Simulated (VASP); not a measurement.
**HC16 (a cell with a defect): single point with LDA**

HC16 (a cell with a defect):

```
C H
1.0
     0.00000    3.57000    3.57000
     3.57000    0.00000    3.57000
     3.57000    3.57000    0.00000
C H
16 1
Cartesian
  -0.0495 0.0326 -0.0138
  0.8883 0.9378 0.8852
  1.7687 1.8916 0.0267
  2.6684 2.7442 0.8363
  1.7209 0.0335 1.8036
  2.5773 0.8921 2.6440
  3.5555 1.8058 1.8299
  4.4639 2.7339 2.6647
  0.0434 1.8823 1.9065
  0.8933 2.7278 2.6851
  1.7105 3.6143 1.8280
  2.6135 4.5436 2.6949
  1.7141 1.8256 3.5872
  2.7641 2.7477 4.4885
  3.5192 3.6081 3.5786
  4.4756 4.4940 4.4928
  3.6052 1.9368 3.7303
```

```yaml
Program: VASP 6.6.1
Task: single point
Functional: LDA
Potentials_or_basis: VASP PAW LDA potentials, release 64 (C, H)
Cutoff: 520 eV
k_mesh: 2 × 2 × 2
Occupations: fermi-dirac, width 0.02 eV
Spin: collinear spin, ferromagnetic start
Starting_moments: "[0.0, 0.0, 0.0, 0.0, 0.0, 0.0, 0.0, 0.0, 0.0, 0.0, 0.0, 0.0, 0.0, 0.0, 0.0, 0.0, 1.0] μB"
Dipole_correction: no
Further_INCAR_settings: LREAL = Auto; ALGO = Normal; EDIFF = 1e-06; NBANDS = 50
```

```yaml
Pressure: 4.8 GPa
Largest_force: 4.870 eV/Å
Net_moment: 0.75 μB per cell
Site_moments: C +0.01, +0.00, +0.02, +0.08, +0.04, +0.03; H +0.19 μB
Valence_electrons_inside_the_program's_atomic_spheres: C 2.58, 2.53, 2.62, 2.57, 2.64, 2.52, 2.61, 2.59, 2.68, 2.60, 2.54, 2.56; H 0.59
```

Forces in eV/Å, atoms in the order of the input:
```
C    0.585  0.814  0.084
C   -1.196  0.795  0.886
C    0.802 -2.033 -1.053
C   -0.157 -0.679  3.804
C    1.730  0.444 -1.656
C    1.978  1.973  1.814
C   -0.804  0.467 -2.521
C   -2.119 -0.415  0.878
C   -2.554 -2.748 -3.105
C   -0.490  0.490  2.640
C    3.360  0.927 -1.956
C    1.556 -0.391  0.748
C    2.208 -0.299  0.398
C   -3.229 -2.224 -0.286
C    1.790  2.661 -0.287
C   -2.672  0.752 -0.351
H   -0.789 -0.534 -0.036
```

Stress tensor (GPa, compression positive):
```
 5.68  3.10  0.13
 3.10  4.01 -1.48
 0.13 -1.48  4.68
```

Levels at points of the mesh, in eV from the Fermi level:
Spin up:
```csv
k point,band 31,band 32,band 33,band 34,band 35,band 36
"(0.00, 0.00, 0.00)",-2.74,-2.14,-1.55,1.38,1.41,1.63
"(0.50, 0.00, 0.00)",-4.19,-4.08,-0.36,2.49,2.66,2.84
"(0.00, 0.50, 0.00)",-4.04,-3.77,-0.32,2.62,2.72,2.86
"(0.00, 0.00, 0.50)",-4.06,-3.97,-0.08,2.76,3.02,3.17
"(0.50, 0.50, 0.50)",-4.08,-3.78,-0.37,2.67,3.02,3.07
"(0.50, 0.50, 0.00)",-5.57,-5.03,-0.03,1.46,2.86,4.43
"(0.00, 0.50, 0.50)",-5.50,-5.22,0.03,1.52,2.62,4.58
"(0.50, 0.00, 0.50)",-5.52,-5.22,-0.16,1.59,2.81,4.45
```
Spin down:
```tsv
k point	band 28	band 29	band 30	band 31	band 32	band 33	band 34	band 35	band 36	band 37
(0.00, 0.00, 0.00)	-4.96	-4.68	-3.21	-2.66	-1.99	-1.02	1.43	1.46	1.69	1.88
(0.50, 0.00, 0.00)	-7.32	-4.90	-4.81	-4.14	-4.03	0.25	2.57	2.71	2.89	3.23
(0.00, 0.50, 0.00)	-7.10	-5.02	-4.66	-3.99	-3.70	0.30	2.67	2.80	2.90	3.32
(0.00, 0.00, 0.50)	-6.99	-4.64	-4.39	-4.02	-3.90	0.59	2.82	3.07	3.22	3.35
(0.50, 0.50, 0.50)	-7.09	-4.89	-4.58	-4.02	-3.74	0.28	2.73	3.06	3.12	3.31
(0.50, 0.50, 0.00)	-6.34	-6.11	-5.58	-5.52	-4.96	0.47	1.51	3.15	4.50	4.60
(0.00, 0.50, 0.50)	-6.35	-6.16	-5.57	-5.46	-5.16	0.51	1.57	2.89	4.63	4.95
(0.50, 0.00, 0.50)	-6.30	-5.84	-5.79	-5.47	-5.17	0.32	1.65	3.06	4.55	4.88
```

Wall time 71 s on 1 thread of AMD EPYC 9R45 96-Core Processor (Zen 5) (shared host), peak memory 0.19 GiB.

Caveat: the k points lie up to 0.76 Å⁻¹ apart.
